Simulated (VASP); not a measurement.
## W: single point with PBE

The system is W.

```
W
1.0
     5.08300    0.00000    0.00000
     0.00000    5.08300    0.00000
     0.00000    0.00000    5.08300
W
8
Direct
  0.00000 0.00000 0.00000
  0.50000 0.50000 0.50000
  0.00000 0.50000 0.25000
  0.00000 0.50000 0.75000
  0.25000 0.00000 0.50000
  0.75000 0.00000 0.50000
  0.50000 0.75000 0.00000
  0.50000 0.25000 0.00000
```

- Program: VASP 6.6.1
- Task: single point
- Functional: PBE
- Potentials or basis: VASP PAW PBE potentials, release 64 (W_sv)
- Cutoff: 520 eV
- k mesh: 9 × 9 × 9
- Occupations: fermi-dirac, width 0.05 eV
- Spin: no spin polarisation
- Dipole correction: no
- Further INCAR settings: ALGO = Normal; EDIFF = 1e-07; NBANDS = 66

The pressure is 0.0 GPa and the band gap on the k mesh is zero (bands 56 and 57 overlap by 0.72 eV).

Levels at points of the mesh, in eV from the Fermi level:
```
           k point  band 52  band 53  band 54  band 55  band 56  band 57  band 58  band 59  band 60  band 61
(0.00, 0.00, 0.00)    -2.07    -1.45    -1.45    -0.46    -0.46    -0.46     1.60     1.60     1.60     1.63
```

Wall time 8.3 min on 1 thread of Oxide Virtual Turin-like Processor, with other jobs on the host, peak memory 0.32 GiB.

Caveat: spin-orbit coupling is left out, which moves the levels of the heavy elements.
